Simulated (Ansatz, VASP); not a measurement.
## Two plane-wave programs on Hf

INCAR

```
PREC = Accurate ; ENCUT = 520
EDIFF = 1E-8 ; ISMEAR = -1
SIGMA = 0.05 ; LREAL = F
LASPH = T ; NELM = 80
ALGO = Normal ; ISIF = 2
LWAVE = F ; LCHARG = F
GGA = PE ; LEFG = T
NBANDS = 11
```

Contents of KPOINTS:

```
Automatic mesh
0
Gamma
  14 14 14
```

Contents of POSCAR:

```
Hf
1.0
   -1.8050000000      1.8050000000      1.8050000000
    1.8050000000     -1.8050000000      1.8050000000
    1.8050000000      1.8050000000     -1.8050000000
Hf
1
Direct
    0.0000000000      0.0000000000      0.0000000000
```

Input for Ansatz:

```yaml
crystal:
  lattice:
    - [-1.805, 1.805, 1.805]
    - [1.805, -1.805, 1.805]
    - [1.805, 1.805, -1.805]
  atoms:
    - { symbol: Hf, position: [0.0, 0.0, 0.0] }
kpoints:
  mp_grid: { grid: [14, 14, 14] }
  band_path:
    path:
      - [0.0, 0.0, 0.0]
      - [0.5, -0.5, 0.5]
      - [0.0, 0.0, 0.5]
      - [0.0, 0.0, 0.0]
      - [0.25, 0.25, 0.25]
      - [0.5, -0.5, 0.5]
      - [0.25, 0.25, 0.25]
      - [0.0, 0.0, 0.5]
    npoints: 14
scf:
  occupations: { method: fermi_dirac, width: 0.05 }
hamiltonian:
  xc: pbe
  pseudopotentials: { kind: paw }
output:
  forces: true
  stress: true
  eigenvalues: true
  efg: { contact_densities: true }
  populations: true
  bader: true
  dos: { projected: true, de: 0.2, e_range: [-14, 8] }
  write_density: true
  write_potential: true
  elf: true
  volumetric_format: npy
```

Alike in both runs: task electric field gradients; functional PBE; k mesh 14 × 14 × 14; occupations fermi-dirac, width 0.05 eV; no spin polarisation.

```csv
,VASP,Ansatz
version,VASP 6.6.1,Ansatz 0.2.0
potentials or method,"VASP PAW PBE potentials, release 64 (Hf_pv)","PAW with Ansatz's default frozen-core files, scalar-relativistic"
plane-wave cutoff (eV),520,420
valence electrons in the cell,10,26
```

VASP gave:

* pressure (GPa): -5.3

Q: Which values does Ansatz return?

A: Pressure (GPa): -4.9.

VASP's potentials hold 10 valence electrons a cell and Ansatz's 26, so a difference there can come from the potentials and not from the codes.

Neither program's run includes spin-orbit coupling.
